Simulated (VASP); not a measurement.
Write the native input for VASP 6.6.1 that does the following.

```
Task                   : relaxation of cell and atoms
Functional             : PBE
Potentials or basis    : VASP PAW PBE potentials, release 64 (Zn, Bi_d)
Cutoff                 : 600 eV
k mesh                 : 3 × 3 × 3
Occupations            : gaussian, width 0.1 eV
Spin                   : no spin polarisation
Dipole correction      : no
Further INCAR settings : ALGO = Normal; EDIFF = 1e-07; IBRION = 2; EDIFFG = -0.04; NSW = 90; ISIF = 3
```

The structure of Zn3Bi2 lies in POSCAR:

```
Zn3Bi2
1.0
    3.7145330700      2.1445866700      2.9592779500
   -3.7145330700      2.1445866700      2.9592779500
    0.0000000000     -4.2891733400      2.9592779500
Zn Bi
3 2
Direct
    0.0000000000      0.5000000000      0.0000000000
    0.0000000000      0.0000000000      0.5000000000
    0.5000000000      0.0000000000      0.0000000000
    0.8187567600      0.8187567600      0.8187567600
    0.1812432400      0.1812432400      0.1812432400
```

These files were run (other wordings do the same):

INCAR

```
PREC = Accurate ; ENCUT = 600
EDIFF = 1E-7 ; ISMEAR = 0
SIGMA = 0.1 ; LREAL = False
LASPH = True ; NELM = 80
ALGO = Normal ; ISIF = 3
LWAVE = False ; LCHARG = False
GGA = PE ; IBRION = 2
NSW = 90 ; EDIFFG = -0.04
```

KPOINTS

```
Automatic mesh
0
Gamma
  3 3 3
```

Potentials or basis: VASP PAW PBE potentials, release 64 (Zn, Bi_d).

Launch:

```console
$ cat potpaw_PBE.64/Zn/POTCAR potpaw_PBE.64/Bi_d/POTCAR > POTCAR
$ mpirun -np 1 vasp_std > vasp.out
```

It gave:

- Relaxed volume: 32.62 Å³/atom
- Relaxed cell: a = 5.808 Å, b = 5.808 Å, c = 5.808 Å, α = 107.02°, β = 107.02°, γ = 107.02°
- Space group after relaxing (to 0.05 Å): R-3m (No. 166)
- Energy gained by relaxing: 1907.6 meV/atom
- Ionic steps: 42
- Pressure after relaxing: 0.1 GPa
- Largest force after relaxing: 0.028 eV/Å
- Band gap on the k mesh: 0.16 eV, direct

Caveat: the volume moved by over 15 % at a fixed basis, so the end points are rough; spin-orbit coupling is left out, which moves the levels of the heavy elements.

Run time: 26 min on 1 thread of Oxide Virtual Turin-like Processor, on a shared host, peak memory 0.25 GiB.
